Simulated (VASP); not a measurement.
SnS2:

```
CELL_PARAMETERS angstrom
3.63620 0.00000 0.00000
-1.81810 3.14904 0.00000
0.00000 0.00000 6.20146
ATOMIC_POSITIONS crystal
Sn 0.00000 0.00000 0.00000
S 0.33333 0.66667 0.23337
S 0.66667 0.33333 0.76663
```

* Program: VASP 6.6.1
* Task: relaxation of shape and atoms at fixed volume
* Functional: r2SCAN
* Potentials or basis: VASP PAW PBE potentials, release 64 (Sn_d, S)
* Cutoff: 550 eV
* k mesh: 12 × 12 × 6
* Occupations: gaussian, width 0.02 eV
* Spin: no spin polarisation

At the start: pressure 2.5 GPa; volume 23.67 Å³/atom.

Question: Where does the relaxation end?

Answer: Over 5 steps the energy falls by 4.6 meV/atom; space group P-3m1 (No. 164, to 0.1 Å) before and after.

Step by step:
| step | energy change (eV) | largest force (eV/Å) | pressure (GPa) | volume (Å³) |
| --- | --- | --- | --- | --- |
| 1 | 0.0000 | 0.3213 | 2.48 | 71.01 |
| 2 | -0.0077 | 0.1465 | 1.70 | 71.01 |
| 3 | -0.0105 | 0.0363 | 0.89 | 71.01 |
| 4 | -0.0133 | 0.0119 | 0.60 | 71.01 |
| 5 | -0.0137 | 0.0012 | 0.43 | 71.01 |

Final structure:
```xyz
3
Lattice="3.6669 0.0000 0.0000 -1.8335 3.1756 0.0000 0.0000 0.0000 6.0980" Properties=species:S:1:pos:R:3 pbc="T T T"
Sn    0.0000    0.0000    0.0000
S     0.0000    2.1171    1.4617
S     1.8335    1.0585    4.6363
```

Caveat: the PAW data sets were made with another functional, which shifts forces and pressure a little.
